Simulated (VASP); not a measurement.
# BeSe (alt) (F-43m) in VASP: further runs, part 2 of 2

VASP 6.6.1. Earlier steps stand in the parts before.

## Step 4: Single point, PBE

This run uses another cell than the first one, of 17.35 Å³/atom, 1.006 times its volume.

INCAR

```
PREC     = Accurate       # precision mode
ENCUT    = 600            # plane-wave cutoff, eV
EDIFF    = 1E-6           # SCF threshold, eV
ISMEAR   = 0              # smearing method
SIGMA    = 0.02           # smearing width, eV
LREAL    = False          # projectors in reciprocal space
LASPH    = True           # aspherical terms in the spheres
NELM     = 120            # most SCF steps
ALGO     = Normal         # electronic algorithm
ISIF     = 2              # what is computed and relaxed
LWAVE    = False          # write WAVECAR
LCHARG   = False          # write CHGCAR
GGA      = PE             # functional
NBANDS   = 11             # bands
GGA_COMPAT= False
```

KPOINTS

```
Automatic mesh
0
Gamma
  8 8 8
```

POSCAR

```
BeSe
1.0
    0.0000000000      2.5889059304      2.5889059304
    2.5889059304      0.0000000000      2.5889059304
    2.5889059304      2.5889059304      0.0000000000
Be Se
1 1
Direct
    0.0000000000      0.0000000000      0.0000000000
    0.2500000000      0.2500000000      0.2500000000
```

Potentials or basis: VASP PAW PBE potentials, release 64 (Be, Se).

Command:

```console
cat potpaw_PBE.64/Be/POTCAR potpaw_PBE.64/Se/POTCAR > POTCAR
mpirun -np 1 vasp_std > vasp.out
```

OUTCAR:

```text
PREC = Accurate
   ENCUT = 600
   EDIFF = 1E-6
   ISMEAR = 0
   LREAL = False
   LASPH = True
   NELM = 120
   ISIF = 2
   GGA = PE

 ion  position               nearest neighbor table
   1  0.000  0.000  0.000-   2 2.24   2 2.24   2 2.24   2 2.24
   2  0.250  0.250  0.250-   1 2.24   1 2.24   1 2.24   1 2.24

  LATTYP: Found a face centered cubic cell.
 ALAT       =     5.1778118608

  Lattice vectors:

 A1 = (   0.0000000000,   2.5889059304,   2.5889059304)
 A2 = (   2.5889059304,   0.0000000000,   2.5889059304)
 A3 = (   2.5889059304,   2.5889059304,   0.0000000000)

Analysis of symmetry for initial positions (statically):
=====================================================================
 Subroutine PRICEL returns:
 Original cell was already a primitive cell.

 Routine SETGRP: Setting up the symmetry group for a
 face centered cubic supercell.

 Subroutine GETGRP returns: Found 24 space group operations
 (whereof 24 operations were pure point group operations)
 out of a pool of 48 trial point group operations.

The static configuration has the point symmetry T_d .

Analysis of symmetry for dynamics (positions and initial velocities):
=====================================================================
 Subroutine PRICEL returns:
 Original cell was already a primitive cell.

 Routine SETGRP: Setting up the symmetry group for a
 face centered cubic supercell.

 Subroutine GETGRP returns: Found 24 space group operations
 (whereof 24 operations were pure point group operations)
 out of a pool of 48 trial point group operations.

The dynamic configuration has the point symmetry T_d .

 Subroutine INISYM returns: Found 24 space group operations
 (whereof 24 operations are pure point group operations),
 and found     1 'primitive' translations

----------------------------------------------------------------------------------------

                                     Primitive cell

  volume of cell :      34.7039

  direct lattice vectors                    reciprocal lattice vectors
     0.000000000  2.588905930  2.588905930    -0.193131776  0.193131776  0.193131776
     2.588905930  0.000000000  2.588905930     0.193131776 -0.193131776  0.193131776
     2.588905930  2.588905930  0.000000000     0.193131776  0.193131776 -0.193131776

  length of vectors
     3.661265878  3.661265878  3.661265878     0.334514048  0.334514048  0.334514048

  position of ions in fractional coordinates (direct lattice)
     0.000000000  0.000000000  0.000000000
     0.250000000  0.250000000  0.250000000

  ion indices of the primitive-cell ions
   primitive index   ion index
                 1           1
                 2           2

----------------------------------------------------------------------------------------

 KPOINTS: Automatic mesh

Automatic generation of k-mesh.
 Grid dimensions read from file:
 generate k-points for:    8    8    8

 Generating k-lattice:

  Cartesian coordinates                     Fractional coordinates (reciprocal lattice)
    -0.024141472  0.024141472  0.024141472     0.125000000  0.000000000  0.000000000
     0.024141472 -0.024141472  0.024141472     0.000000000  0.125000000  0.000000000
     0.024141472  0.024141472 -0.024141472     0.000000000  0.000000000  0.125000000

  Length of vectors
     0.041814256  0.041814256  0.041814256

  Shift w.r.t. Gamma in fractional coordinates (k-lattice)
     0.000000000  0.000000000  0.000000000

 Subroutine IBZKPT returns following result:
 ===========================================

 Found     29 irreducible k-points:

 Following reciprocal coordinates:
            Coordinates               Weight
  0.000000  0.000000  0.000000      1.000000
  0.125000  0.000000  0.000000      8.000000
  0.250000  0.000000  0.000000      8.000000
  0.375000  0.000000  0.000000      8.000000
  0.500000  0.000000  0.000000      4.000000
  0.125000  0.125000  0.000000      6.000000
[... 16 lines left out ...]
  0.500000  0.250000  0.125000     48.000000
 -0.375000  0.250000  0.125000     24.000000
 [... further k-points ...]
   k-points           NKPTS =     29   k-points in BZ     NKDIM =     29   number of bands    NBANDS=     11
   number of dos      NEDOS =    301   number of ions     NIONS =      2
   total plane-waves  NPLWV =  27000
   dimension x,y,z NGX =    30 NGY =   30 NGZ =   30
   dimension x,y,z NGXF=    60 NGYF=   60 NGZF=   60
   ions per type =               1   1
   NGX,Y,Z   is equivalent  to a cutoff of  13.62, 13.62, 13.62 a.u.
   NGXF,Y,Z  is equivalent  to a cutoff of  27.24, 27.24, 27.24 a.u.
 SYSTEM =  unknown system
   PREC   = accura    normal or accurate (medium, high low for compatibility)
   ISTART =      0    job   : 0-new  1-cont  2-samecut
   ICHARG =      2    charge: 1-file 2-atom 10-const
   ISPIN  =      1    spin polarized calculation?
   LNONCOLLINEAR =      F non collinear calculations
   LSORBIT =      F    spin-orbit coupling
   LASPH  =      T    aspherical Exc in radial PAW
   ENCUT  =  600.0 eV  44.10 Ry    6.64 a.u.   7.31  7.31  7.31*2*pi/ulx,y,z
   NELM   =    120;   NELMIN=  2; NELMDL= -5     # of ELM steps
   EDIFF  = 0.1E-05   stopping-criterion for ELM
   LREAL  =      F    real-space projection
   EDIFFG = 0.1E-04   stopping-criterion for IOM
   NSW    =      0    number of steps for IOM
   IBRION =     -1    ionic relax: 0-MD 1-quasi-New 2-CG
   NFREE  =      0    steps in history (QN), initial steepest desc. (CG)
   ISIF   =      2    stress and relaxation
   ISYM   =      2    0-nonsym 1-usesym 2-fastsym
   POTIM  = 0.5000    time-step for ionic-motion
   TEBEG  =    0.0;   TEEND  =   0.0 temperature during run
   PSTRESS=    0.0 pullay stress
   NELECT =       8.0000    total number of electrons
   NUPDOWN=      -1.0000    fix difference up-down
   EMIN   =  10.00;   EMAX   =-10.00  energy-range for DOS
   EFERMI =   0.00;   METHOD = LEGACY
   ISMEAR =     0;   SIGMA  =   0.02  broadening in eV -4-tet -1-fermi 0-gaus
   EFERMI_NEDOS =   21; number of points for ismear=-14 and -15
   IALGO  =     38    algorithm
   IMIX   =      4    mixing-type and parameters
     AMIX     =   0.40;   BMIX     =  1.00
     AMIX_MAG =   1.60;   BMIX_MAG =  1.00
  volume/ion in A,a.u.               =      17.35       117.10
  Fermi-wavevector in a.u.,A,eV,Ry     =   1.003795  1.896898 13.709303  1.007605
  Thomas-Fermi vector in A             =   2.136370
   LORBIT       =      0    0 simple, 1 ext, 2 COOP (PROOUT), +10 PAW based schemes
   GGA     = PE    functional components
   LHFCALC =     F    Hartree Fock is set to
   AEXX    =    0.0000 exact exchange contribution
   IVDW    =     0    specifies the selected vdW correction
   LEPSILON=     F    determine dielectric tensor
   LRPA    =     F    only Hartree local field effects (RPA)
 non-spin polarized calculation
 Gauss-broadening in eV      SIGMA  =   0.02
  energy-cutoff  :      600.00
  volume of cell :       34.70
 maximum number of plane-waves:      1174
 NGX is ok and might be reduce to    30
   NGX = 15   NGY = 15   NGZ = 15

 number of electron       8.0000000 magnetization

 Free energy of the ion-electron system (eV)
  ---------------------------------------------------
  ext. energy  EPLUGINS =         0.00000000
  ---------------------------------------------------
  free energy    TOTEN  =        -8.85921436 eV

  energy without entropy =       -8.85921436  energy(sigma->0) =       -8.85921436

 E-fermi :   3.2669     XC(G=0):  -9.3512

 val. band max:        3.1745425126   @ k =   0.0000   0.0000   0.0000
 cond. band min:       5.8380686198   @ k =   0.5000   0.5000   0.0000
 fundamental gap:      2.6635261072
 Fermi energy:         3.2668510854

 k-point     1 :       0.0000    0.0000    0.0000
  band No.  band energies     occupation
      1     -10.4994      2.00000
      2       3.1745      2.00000
      3       3.1745      2.00000
      4       3.1745      2.00000
      5       7.3963      0.00000
      6       8.1862      0.00000
      7       8.1862      0.00000
      8       8.1862      0.00000
      9      15.0961      0.00000
     10      15.6320      0.00000
     11      15.6320      0.00000
[... 309 lines left out ...]
 k-point    24 :      -0.3750    0.2500    0.1250
  band No.  band energies     occupation
      1      -8.9819      2.00000
      2      -1.9242      2.00000
      3       0.3832      2.00000
      4       1.3581      2.00000
      5       8.6467      0.00000
      6       8.8508      0.00000
      7      11.4115      0.00000
      8      12.7401      0.00000
      9      13.5142      0.00000
     10      17.5605      0.00000
     11      17.7378      0.00000

 [... further k-points ...]
[... 5 lines left out ...]
  --------------------------------------------------------------------------------------
  -------------------------------------------------------------------------------------
  Total        0.0394760      0.0394760      0.0394760     -0.0000000     -0.0000000     -0.0000000
  in kB        1.8224906      1.8224906      1.8224906     -0.0000000     -0.0000000     -0.0000000
  external PRESSURE =       1.8224906 kB  Pullay stress =       0.0000000 kB

 VOLUME and BASIS-vectors are now :
 -----------------------------------------------------------------------------
  energy-cutoff  :      600.00
  volume of cell :       34.70
      direct lattice vectors                 reciprocal lattice vectors
     0.000000000  2.588905930  2.588905930    -0.193131776  0.193131776  0.193131776
     2.588905930  0.000000000  2.588905930     0.193131776 -0.193131776  0.193131776
     2.588905930  2.588905930  0.000000000     0.193131776  0.193131776 -0.193131776

 POSITION                                       TOTAL-FORCE (eV/Angst)
 -----------------------------------------------------------------------------------
      0.00000      0.00000      0.00000         0.000000      0.000000      0.000000
      1.29445      1.29445      1.29445        -0.000000     -0.000000     -0.000000
 -----------------------------------------------------------------------------------
    total drift:                                0.000000      0.000000      0.000000

  FREE ENERGIE OF THE ION-ELECTRON SYSTEM (eV)
  ---------------------------------------------------
  free  energy   TOTEN  =        -8.8592143586 eV

  energy  without entropy=       -8.8592143586  energy(sigma->0) =       -8.85921436
```

Run time: 18 s. Hardware: 1 thread of Intel Xeon 6975P-C, shared host; peak memory 0.17 GiB.

What came out:

```yaml
Free_energy: -8.8592 eV
Pressure: 0.2 GPa
Band_gap_on_the_k_mesh: 2.66 eV, indirect (least direct gap 4.22 eV)
```

Levels at points of the mesh, in eV from the valence-band top:
| k point | band 1 | band 2 | band 3 | band 4 | band 5 | band 6 | band 7 | band 8 | band 9 |
| --- | --- | --- | --- | --- | --- | --- | --- | --- | --- |
| (0.00, 0.00, 0.00) | -13.67 | 0.00 | 0.00 | 0.00 | 4.22 | 5.01 | 5.01 | 5.01 | 11.92 |
| (0.50, 0.00, 0.00) | -12.38 | -5.58 | -1.05 | -1.05 | 4.26 | 5.96 | 5.96 | 9.95 | 13.38 |
| (0.50, 0.50, 0.00) | -11.94 | -4.98 | -2.59 | -2.59 | 2.66 | 4.21 | 11.55 | 11.55 | 14.39 |

## Step 5: Relaxation of cell and atoms, PBE

INCAR

```
SYSTEM = BeSe
ALGO = Normal
EDIFF = 1E-7
EDIFFG = -0.002
ENCUT = 600
GGA = PE
GGA_COMPAT = .FALSE.
IBRION = 2
ISIF = 3
ISMEAR = 0
LASPH = .TRUE.
LCHARG = .FALSE.
LREAL = .FALSE.
LWAVE = .FALSE.
NELM = 120
NELMIN = 4
NSW = 100
PREC = Accurate
SIGMA = 0.02
```

KPOINTS

```
k-points
0
G
  8 8 8
  0 0 0
```

POSCAR

```
BeSe
1.0
    0.0000000000      2.5839687400      2.5839687400
    2.5839687400      0.0000000000      2.5839687400
    2.5839687400      2.5839687400      0.0000000000
Be Se
1 1
Direct
    0.0000000000      0.0000000000      0.0000000000
    0.2500000000      0.2500000000      0.2500000000
```

Command:

```console
cat potpaw_PBE.64/Be/POTCAR potpaw_PBE.64/Se/POTCAR > POTCAR
mpirun -np 1 vasp_std > vasp.out
```

Run time: 24 s. Hardware: 1 thread of Intel Xeon 6975P-C, shared host; peak memory 0.17 GiB.

It converged, with:

```
Free energy                            : -8.8593 eV
Relaxed volume                         : 17.39 Å³/atom
Relaxed cell                           : a = 3.664 Å, b = 3.664 Å, c = 3.664 Å, α = 60.00°, β = 60.00°, γ = 60.00°
Space group after relaxing (to 0.05 Å) : F-43m (No. 216)
Energy gained by relaxing              : 0.3 meV/atom
Ionic steps                            : 3
Pressure after relaxing                : 0.0 GPa
Band gap on the k mesh                 : 2.67 eV, indirect (least direct gap 4.20 eV)
```

The path:
| step | energy change (eV) | largest force (eV/Å) | pressure (GPa) | volume (Å³) |
| --- | --- | --- | --- | --- |
| 1 | 0.0000 | 0.0000 | 0.62 | 34.51 |
| 2 | -0.0005 | 0.0000 | -0.11 | 34.84 |
| 3 | -0.0005 | 0.0000 | -0.01 | 34.79 |

Final structure:
```
Be Se
1.0
     0.00000    2.59094    2.59094
     2.59094    0.00000    2.59094
     2.59094    2.59094    0.00000
Be Se
1 1
Direct
  0.00000 0.00000 0.00000
  0.25000 0.25000 0.25000
```

Levels at points of the mesh, in eV from the valence-band top:
```tsv
k point	band 2	band 3	band 4	band 5	band 6	band 7
(0.00, 0.00, 0.00)	0.00	0.00	0.00	4.20	5.01	5.01
(0.50, 0.00, 0.00)	-5.57	-1.04	-1.04	4.25	5.96	5.96
(0.50, 0.50, 0.00)	-4.97	-2.58	-2.58	2.67	4.21	11.53
```

## Step 6: Summary

| task | cell | k mesh | smearing | gap on the mesh (eV) | pressure (GPa) |
| --- | --- | --- | --- | --- | --- |
| single point | a = 3.654 Å, angles 60.0°, 2 atoms | 6 × 6 × 6 | gaussian 0.1 eV | 2.65 | 0.7 |
| single point | a = 3.661 Å, angles 60.0°, 2 atoms | 8 × 8 × 8 | gaussian 0.02 eV | 2.66 | 0.2 |
| relaxation of cell and atoms | relaxed from a = 3.654 Å, angles 60.0°, 2 atoms | 8 × 8 × 8 | gaussian 0.02 eV | 2.67 | 0.0 |

Alike in all rows: level PBE; potentials or basis VASP PAW PBE potentials, release 64 (Be, Se); no spin polarisation; cutoff (eV) 600.

Absolute energies hang on the potentials; compare differences alone.
